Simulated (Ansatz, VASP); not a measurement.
RbReB2 in VASP and in Ansatz

```xyz
4
Lattice="2.3340 -2.3360 0.0000 2.3340 2.3360 0.0000 0.0000 0.0000 6.2119" Properties=species:S:1:pos:R:3 pbc="T T T"
Rb    2.3340    0.0000    0.0000
Re    2.3340    0.0000    3.1060
B     0.0000    0.0000    3.1060
B     0.0000    0.0000    0.0000
```

Alike in both runs: functional PBE; k mesh 6 × 6 × 4; occupations gaussian, width 0.1 eV; no spin polarisation.

Ansatz relaxed the structure, and its values are those at the end. VASP's run is a single point on that final structure, the one shown.

```csv
,VASP,Ansatz
version,VASP 6.6.1,Ansatz 0.2.0
potentials or method,"VASP PAW PBE potentials, release 64 (Rb_sv, Re, B), cutoff 520 eV","scalar-relativistic, plane waves, PAW"
valence electrons in the cell,22,30
```

```csv
,VASP,Ansatz,Ansatz less VASP
gap on the k mesh at the Fermi level (eV),none,none,-
pressure (GPa),0.3,0.0,-0.27
```

A gap of «none» marks a metal or a gap that the smearing closes. With one functional, cell and mesh, what is left measures potentials, basis and numerics. VASP's potentials hold 22 valence electrons a cell and Ansatz's 30, so a difference there can come from the potentials and not from the codes.

Spin-orbit coupling is off throughout.
